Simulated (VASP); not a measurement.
# Ag in VASP: further runs

Ag is run at these levels: PBE0, PBEsol; tasks: single point.

Everything below comes from runs of VASP 6.6.1. Logs are shortened: lines on timing, memory, paths and dates and some standing lists are left out, and cuts for length are marked.

## (1) The cell of the first run

The structure is hexagonal, space group P6_3/mmc (No. 194). Conventional cell: a = 2.890 Å, b = 2.890 Å, c = 4.725 Å, α = 90.00°, β = 90.00°, γ = 120.00°. Ag (site symmetry -6m2) has 12 Ag at 2.89 Å within 3.8 Å.

This isn't the form of Ag at room conditions, which is fcc.

## (2) Single point, PBE0

The input, POSCAR:

```
Ag
1.0
    2.8904005511      0.0000000000      0.0000000000
   -1.4452002756      2.5031603044      0.0000000000
    0.0000000000      0.0000000000      4.7252623344
Ag
2
Direct
    0.6666666667      0.3333333333      0.7500000000
    0.3333333333      0.6666666667      0.2500000000
```

The input, INCAR.step1:

```
SYSTEM = Ag
PREC = Accurate ; ENCUT = 520
EDIFF = 1E-5 ; ISMEAR = -1
SIGMA = 0.05 ; LREAL = .FALSE.
LASPH = .TRUE. ; NELM = 60
ALGO = Normal ; ISIF = 2
LWAVE = .TRUE. ; LCHARG = .FALSE.
GGA = PE ; NBANDS = 18
```

The input, INCAR.step2:

```
SYSTEM = Ag
PREC = Accurate ; ENCUT = 520
EDIFF = 1E-7 ; ISMEAR = -1
SIGMA = 0.05 ; LREAL = .FALSE.
LASPH = .TRUE. ; NELM = 60
ALGO = Normal ; ISIF = 2
LWAVE = .FALSE. ; LCHARG = .FALSE.
GGA = PE ; LHFCALC = .TRUE.
AEXX = 0.25 ; PRECFOCK = Normal
ISTART = 1 ; NBANDS = 18
```

The input, KPOINTS:

```
regular mesh
0
G
  6 6 4
  0 0 0
```

Potentials or basis: VASP PAW PBE potentials, release 64 (Ag).

On the command line:

```sh
$ cat potpaw_PBE.64/Ag/POTCAR > POTCAR
$ cp INCAR.step1 INCAR
$ mpirun -np 1 vasp_std > vasp.out
$ cp INCAR.step2 INCAR
$ mpirun -np 1 vasp_std > vasp.out
```

OUTCAR:

```text
SYSTEM = Ag
   PREC = Accurate
   ENCUT = 520
   EDIFF = 1E-7
   ISMEAR = -1
   LREAL = .FALSE.
   LASPH = .TRUE.
   NELM = 60
   ISIF = 2
   GGA = PE
   LHFCALC = .TRUE.
   AEXX = 0.25
   PRECFOCK = Normal
   ISTART = 1

 ion  position               nearest neighbor table
   1  0.667  0.333  0.750-   2 2.89   2 2.89   2 2.89   2 2.89   2 2.89   2 2.89
   2  0.333  0.667  0.250-   1 2.89   1 2.89   1 2.89   1 2.89   1 2.89   1 2.89

  LATTYP: Found a hexagonal cell.
 ALAT       =     2.8904005511
 C/A-ratio  =     1.6348122867

  Lattice vectors:

 A1 = (   2.8904005511,   0.0000000000,   0.0000000000)
 A2 = (  -1.4452002756,   2.5031603044,   0.0000000000)
 A3 = (   0.0000000000,   0.0000000000,   4.7252623344)

Analysis of symmetry for initial positions (statically):
=====================================================================
 Subroutine PRICEL returns:
 Original cell was already a primitive cell.

 Routine SETGRP: Setting up the symmetry group for a
 hexagonal supercell.

 Subroutine GETGRP returns: Found 24 space group operations
 (whereof 12 operations were pure point group operations)
 out of a pool of 24 trial point group operations.

The static configuration has the point symmetry D_3d.
 The point group associated with its full space group is D_6h.

Analysis of symmetry for dynamics (positions and initial velocities):
=====================================================================
 Subroutine PRICEL returns:
 Original cell was already a primitive cell.

 Routine SETGRP: Setting up the symmetry group for a
 hexagonal supercell.

 Subroutine GETGRP returns: Found 24 space group operations
 (whereof 12 operations were pure point group operations)
 out of a pool of 24 trial point group operations.

The dynamic configuration has the point symmetry D_3d.
 The point group associated with its full space group is D_6h.

 Subroutine INISYM returns: Found 24 space group operations
 (whereof 12 operations are pure point group operations),
 and found     1 'primitive' translations

----------------------------------------------------------------------------------------

                                     Primitive cell

  volume of cell :      34.1879

  direct lattice vectors                    reciprocal lattice vectors
     2.890400551  0.000000000  0.000000000     0.345972810  0.199747495  0.000000000
    -1.445200276  2.503160304  0.000000000     0.000000000  0.399494990  0.000000000
     0.000000000  0.000000000  4.725262334     0.000000000  0.000000000  0.211628462

  length of vectors
     2.890400551  2.890400551  4.725262334     0.399494990  0.399494990  0.211628462

  position of ions in fractional coordinates (direct lattice)
     0.666666667  0.333333333  0.750000000
     0.333333333  0.666666667  0.250000000

  ion indices of the primitive-cell ions
   primitive index   ion index
                 1           1
                 2           2

----------------------------------------------------------------------------------------

 KPOINTS: regular mesh

Automatic generation of k-mesh.
 Grid dimensions read from file:
 generate k-points for:    6    6    4

 Generating k-lattice:

  Cartesian coordinates                     Fractional coordinates (reciprocal lattice)
     0.057662135  0.033291249  0.000000000     0.166666667 -0.000000000  0.000000000
     0.000000000  0.066582498  0.000000000     0.000000000  0.166666667  0.000000000
     0.000000000  0.000000000  0.052907115     0.000000000  0.000000000  0.250000000

  Length of vectors
     0.066582498  0.066582498  0.052907115

  Shift w.r.t. Gamma in fractional coordinates (k-lattice)
     0.000000000  0.000000000  0.000000000

 Subroutine IBZKPT returns following result:
 ===========================================

 Found     21 irreducible k-points:

 Following reciprocal coordinates:
            Coordinates               Weight
  0.000000  0.000000  0.000000      1.000000
  0.166667 -0.000000  0.000000      6.000000
  0.333333 -0.000000  0.000000      6.000000
  0.500000 -0.000000  0.000000      3.000000
  0.166667  0.166667  0.000000      6.000000
  0.333333  0.166667  0.000000     12.000000
[... 13 lines left out ...]
  0.333333  0.166667  0.500000     12.000000
  0.333333  0.333333  0.500000      2.000000
   k-points           NKPTS =     21   k-points in BZ     NKDIM =    144   number of bands    NBANDS=     18
   number of dos      NEDOS =    301   number of ions     NIONS =      2
   total plane-waves  NPLWV =  20736
   dimension x,y,z NGX =    24 NGY =   24 NGZ =   36
   dimension x,y,z NGXF=    48 NGYF=   48 NGZF=   72
   ions per type =               2
   NGX,Y,Z   is equivalent  to a cutoff of  13.80, 13.80, 12.67 a.u.
   NGXF,Y,Z  is equivalent  to a cutoff of  27.61, 27.61, 25.33 a.u.
 SYSTEM =  Ag
   PREC   = accura    normal or accurate (medium, high low for compatibility)
   ISTART =      1    job   : 0-new  1-cont  2-samecut
   ICHARG =      0    charge: 1-file 2-atom 10-const
   ISPIN  =      1    spin polarized calculation?
   LNONCOLLINEAR =      F non collinear calculations
   LSORBIT =      F    spin-orbit coupling
   LASPH  =      T    aspherical Exc in radial PAW
   ENCUT  =  520.0 eV  38.22 Ry    6.18 a.u.   5.37  5.37  8.79*2*pi/ulx,y,z
   NELM   =     60;   NELMIN=  2; NELMDL=  0     # of ELM steps
   EDIFF  = 0.1E-06   stopping-criterion for ELM
   LREAL  =      F    real-space projection
   EDIFFG = 0.1E-05   stopping-criterion for IOM
   NSW    =      0    number of steps for IOM
   IBRION =     -1    ionic relax: 0-MD 1-quasi-New 2-CG
   NFREE  =      0    steps in history (QN), initial steepest desc. (CG)
   ISIF   =      2    stress and relaxation
   ISYM   =      3    0-nonsym 1-usesym 2-fastsym
   POTIM  = 0.5000    time-step for ionic-motion
   TEBEG  =    0.0;   TEEND  =   0.0 temperature during run
   PSTRESS=    0.0 pullay stress
   NELECT =      22.0000    total number of electrons
   NUPDOWN=      -1.0000    fix difference up-down
   EMIN   =  10.00;   EMAX   =-10.00  energy-range for DOS
   EFERMI =   0.00;   METHOD = LEGACY
   ISMEAR =    -1;   SIGMA  =   0.05  broadening in eV -4-tet -1-fermi 0-gaus
   EFERMI_NEDOS =   21; number of points for ismear=-14 and -15
   IALGO  =     38    algorithm
   IMIX   =      1    mixing-type and parameters
     AMIX     =   0.40;   BMIX     =  1.00
     AMIX_MAG =   1.60;   BMIX_MAG =  1.00
  volume/ion in A,a.u.               =      17.09       115.36
  Fermi-wavevector in a.u.,A,eV,Ry     =   1.413378  2.670896 27.179489  1.997636
  Thomas-Fermi vector in A             =   2.535029
   LORBIT       =      0    0 simple, 1 ext, 2 COOP (PROOUT), +10 PAW based schemes
   GGA     = PE    functional components
   LHFCALC =     T    Hartree Fock is set to
   PRECFOCK=normal    Normal, Fast or Accurate (Low or Medium for compatibility)
   ENCUT4O =  -1.0   cutoff for four orbital integrals eV
   NKREDX  =     1    reduce k-point grid by
   NKREDY  =     1    reduce k-point grid by
   NKREDZ  =     1    reduce k-point grid by
   AEXX    =    0.2500 exact exchange contribution
   HFSCREEN=    0.0000 screening length (either q_TF or 0.3 A-1)
   HFSCREENC=   0.0000 screening length for correlation (either q_TF or 0.3 A-1)
   ENCUTFOCK=  -1.0 apply spherical cutoff to Coloumb kernel
   IVDW    =     0    specifies the selected vdW correction
   LEPSILON=     F    determine dielectric tensor
   LRPA    =     F    only Hartree local field effects (RPA)
 non-spin polarized calculation
  energy-cutoff  :      520.00
  volume of cell :       34.19
 maximum number of plane-waves:       954
 NGX is ok and might be reduce to    24
  NGX = 18; NGY = 18; NGZ = 28

 number of electron      22.0000002 magnetization

 Free energy of the ion-electron system (eV)
  ---------------------------------------------------
  ext. energy  EPLUGINS =         0.00000000
  ---------------------------------------------------
  free energy    TOTEN  =        -6.07216348 eV

  energy without entropy =       -6.06736844  energy(sigma->0) =       -6.06976596

 E-fermi :   7.7781     XC(G=0):  -9.5400

 val. band max:        7.6581012781   @ k =   0.3333   0.1667   0.2500
 cond. band min:       8.5559531736   @ k =   0.5000  -0.0000   0.0000
 fundamental gap:      0.8978518955
 Fermi energy:         7.7781390833

 k-point     1 :       0.0000    0.0000    0.0000
  band No.  band energies     occupation
      1      -0.8614      2.00000
      2       0.1402      2.00000
      3       1.7010      2.00000
      4       1.8099      2.00000
      5       1.8099      2.00000
      6       2.0541      2.00000
[... 10 lines left out ...]
     17      28.2099      0.00000
     18      28.2099      0.00000

 k-point     2 :       0.1667   -0.0000    0.0000
  band No.  band energies     occupation
      1      -0.0594      2.00000
      2       0.5033      2.00000
      3       1.4440      2.00000
      4       1.9051      2.00000
      5       1.9610      2.00000
      6       2.2069      2.00000
[... 10 lines left out ...]
     17      27.2522      0.00000
     18      27.7287      0.00000

 k-point     3 :       0.3333   -0.0000    0.0000
  band No.  band energies     occupation
      1       0.3454      2.00000
      2       0.6978      2.00000
      3       0.9084      2.00000
      4       1.8550      2.00000
      5       2.0507      2.00000
      6       2.2605      2.00000
[... 10 lines left out ...]
     17      23.2717      0.00000
     18      26.3878      0.00000

 k-point     4 :       0.5000   -0.0000    0.0000
  band No.  band energies     occupation
      1       0.1034      2.00000
      2       0.4807      2.00000
      3       0.5844      2.00000
      4       1.7011      2.00000
      5       2.1016      2.00000
      6       2.3183      2.00000
[... 312 lines left out ...]
      4       1.5844      2.00000
      5       1.7100      2.00000
      6       1.7100      2.00000
[... 10 lines left out ...]
     17      22.4308      0.00000
     18      22.4308      0.00000

 k-point    20 :       0.3333    0.1667    0.5000
  band No.  band energies     occupation
      1       0.5719      2.00000
      2       0.5719      2.00000
      3       1.1676      2.00000
      4       1.1676      2.00000
      5       2.2517      2.00000
      6       2.2517      2.00000
[... 10 lines left out ...]
     17      24.1814      0.00000
     18      24.1814      0.00000

 k-point    21 :       0.3333    0.3333    0.5000
  band No.  band energies     occupation
      1       0.8974      2.00000
      2       0.8974      2.00000
      3       1.3627      2.00000
      4       1.3627      2.00000
      5       1.9728      2.00000
      6       1.9728      2.00000
[... 10 lines left out ...]
     17      26.4547      0.00000
     18      26.4547      0.00000

------------------------ aborting loop because EDIFF is reached ----------------------------------------

  FORCE on cell =-STRESS in cart. coord.  units (eV):
  Direction    XX          YY          ZZ          XY          YZ          ZX
  --------------------------------------------------------------------------------------
  -------------------------------------------------------------------------------------
  Total        1.1869439      1.1869439      0.4675495     -0.0000000     -0.0000000      0.0000000
  in kB       55.6247628     55.6247628     21.9111679     -0.0000000     -0.0000000      0.0000000
  external PRESSURE =      44.3868979 kB  Pullay stress =       0.0000000 kB

 VOLUME and BASIS-vectors are now :
 -----------------------------------------------------------------------------
  energy-cutoff  :      520.00
  volume of cell :       34.19
      direct lattice vectors                 reciprocal lattice vectors
     2.890400551  0.000000000  0.000000000     0.345972810  0.199747495  0.000000000
    -1.445200276  2.503160304  0.000000000     0.000000000  0.399494990  0.000000000
     0.000000000  0.000000000  4.725262334     0.000000000  0.000000000  0.211628462

 POSITION                                       TOTAL-FORCE (eV/Angst)
 -----------------------------------------------------------------------------------
      1.44520      0.83439      3.54395        -0.000000      0.000000      0.000000
     -0.00000      1.66877      1.18132         0.000000     -0.000000     -0.000000
 -----------------------------------------------------------------------------------
    total drift:                               -0.000000      0.000000      0.000000

  FREE ENERGIE OF THE ION-ELECTRON SYSTEM (eV)
  ---------------------------------------------------
  free  energy   TOTEN  =        -6.0721634752 eV

  energy  without entropy=       -6.0673684364  energy(sigma->0) =       -6.06976596
```

Wall time 1.7 h (1 thread of Intel Xeon Platinum 8259CL at 2.50GHz (Skylake/Cascade Lake), shared host); peak memory 0.18 GiB.

What came out:

```
Free energy            : -6.0722 eV
Pressure               : 4.4 GPa
Band gap on the k mesh : zero (bands 11 and 12 overlap by 9.97 eV)
```

Stress tensor (GPa, compression positive):
```
5.56 0.00 0.00
0.00 5.56 0.00
0.00 0.00 2.19
```

Levels at points of the mesh, in eV from the Fermi level:
```csv
k point,band 9,band 10,band 11,band 12,band 13,band 14
"(0.00, 0.00, 0.00)",-5.36,-4.22,-4.22,-0.26,4.95,17.41
"(0.50, 0.00, 0.00)",-4.04,-3.93,0.78,2.55,8.59,8.72
"(0.00, 0.00, 0.50)",-4.59,-4.59,-4.59,-4.59,12.93,12.93
"(0.50, 0.00, 0.50)",-3.98,-3.98,1.71,1.71,6.06,6.06
```

Caveat: the k points lie up to 0.42 Å⁻¹ apart, too coarse for converged energies and pressures of a metal; the PAW data sets were made with another functional, which shifts forces and pressure a little.

## (3) Single point, PBEsol

This run uses another cell than the first one, of 17.80 Å³/atom.

The input, INCAR:

```
SYSTEM = Ag
  ALGO = Normal
  EDIFF = 1E-7
  ENCUT = 520
  GGA = PS
  ISIF = 2
  ISMEAR = -1
  LASPH = .True.
  LCHARG = .False.
  LREAL = .False.
  LWAVE = .False.
  NBANDS = 18
  NELM = 100
  PREC = Accurate
  SIGMA = 0.05
```

The input, KPOINTS:

```
k-points
0
Gamma
  9 9 5
  0 0 0
```

The input, POSCAR:

```
Ag
1.0
    2.9300000000     -0.0586000000      0.0000000000
   -1.5157490887      2.5667544331      0.0000000000
    0.0000000000      0.0000000000      4.7900000000
Ag
2
Direct
    0.6666666667      0.3333333333      0.7500000000
    0.3333333333      0.6666666667      0.2500000000
```

Potentials or basis: VASP PAW PBE potentials, release 64 (Ag).

On the command line:

```sh
$ cat potpaw_PBE.64/Ag/POTCAR > POTCAR
$ mpirun -np 1 vasp_std > vasp.out
```

Wall time 45 s (1 thread of Intel Xeon Platinum 8259CL at 2.50GHz (Skylake/Cascade Lake), shared host); peak memory 0.19 GiB.

It converged, with:

```yaml
Free_energy: -6.5912 eV
Pressure: -6.7 GPa
Largest_force: 0.040 eV/Å
Band_gap_on_the_k_mesh: zero (bands 11 and 12 overlap by 6.75 eV)
```

Forces on the atoms (eV/Å):
```
Ag  -0.040 -0.001  0.000
Ag   0.040  0.001  0.000
```

Stress tensor (GPa, compression positive):
```
-7.31  1.97  0.00
 1.97 -7.05  0.00
 0.00  0.00 -5.75
```

Levels at points of the mesh, in eV from the Fermi level:
| k point | band 7 | band 8 | band 9 | band 10 | band 11 | band 12 | band 13 | band 14 | band 15 | band 16 |
| --- | --- | --- | --- | --- | --- | --- | --- | --- | --- | --- |
| (0.00, 0.00, 0.00) | -4.22 | -4.06 | -3.99 | -3.12 | -3.05 | -0.39 | 3.28 | 15.33 | 17.30 | 17.34 |

Caveat: the cell stands under tension; the PAW data sets were made with another functional, which shifts forces and pressure a little.

The gap in the log of VASP goes by the Fermi energy; the results here count the filled bands.